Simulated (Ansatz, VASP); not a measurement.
SnSe2: VASP beside Ansatz

INCAR

```
SYSTEM = SnSe2
  PREC = Accurate
  ENCUT = 520
  EDIFF = 1E-6
  ISMEAR = 0
  SIGMA = 0.05
  LREAL = .FALSE.
  LASPH = .TRUE.
  NELM = 80
  ALGO = Normal
  ISIF = 2
  LWAVE = .FALSE.
  LCHARG = .FALSE.
  GGA = PE
  NBANDS = 20
```

File KPOINTS:

```
Automatic mesh
0
G
  12 12 4
  0 0 0
```

POSCAR

```
SnSe2
1.0
    4.2105246636      0.0000000000      0.0000000000
   -2.1052623318      3.3530311007      0.0000000000
    0.0000000000      0.0000000000      6.9880221146
Sn Se
1 2
Direct
    0.0000000000      0.0000000000      0.0000000000
    0.3333333333      0.6666666667      0.2281493097
    0.6666666667      0.3333333333      0.7718506903
```

Input for Ansatz:

```yaml
crystal:
  lattice:
    - [4.2105246636, 0.0, 0.0]
    - [-2.1052623318, 3.3530311007, 0.0]
    - [0.0, 0.0, 6.9880221146]
  atoms:
    - { symbol: Sn, position: [0.0, 0.0, 0.0] }
    - { symbol: Se, position: [0.3333333333, 0.6666666667, 0.2281493097] }
    - { symbol: Se, position: [0.6666666667, 0.3333333333, 0.7718506903] }
basis:
  ecutwfc: 420
kpoints:
  mp_grid: { grid: [12, 12, 4] }
hamiltonian:
  xc: pbe
scf:
  occupations: { method: gaussian, width: 0.05 }
output:
  forces: true
  stress: true
  eigenvalues: true
```

Change from the starting cell: strain +0.0875 x Voigt [1, 0, 0, 0, 0, 0], atoms carried along.

Alike in both runs: task single point; functional PBE; k mesh 12 × 12 × 4; occupations gaussian, width 0.05 eV; no spin polarisation.

|  | VASP | Ansatz |
| --- | --- | --- |
| version | VASP 6.6.1 | Ansatz 0.2.0 |
| potentials or method | VASP PAW PBE potentials, release 64 (Sn_d, Se), cutoff 520 eV | scalar-relativistic, plane waves, PAW |
| valence electrons in the cell | 26 | 46 |

|  | VASP | Ansatz | Ansatz less VASP |
| --- | --- | --- | --- |
| gap on the k mesh at the Fermi level (eV) | 0.38 | 0.38 | +0.002 |
| least direct gap on the mesh (eV) | 0.79 | 0.79 | +0.005 |
| pressure (GPa) | -3.4 | -3.5 | -0.03 |
| traceless stress, the component that is largest in VASP (GPa) | -2.38 | -2.38 | -0.003 |
| rms of the force components (eV/Å) | 0.182 | 0.185 | +0.0039 |

Atom by atom the forces differ by 0.004 eV/Å (rms over components). The functional is the same, so the differences come from potentials, cutoffs and numerics. VASP's potentials hold 26 valence electrons a cell and Ansatz's 46, so a difference there can come from the potentials and not from the codes.
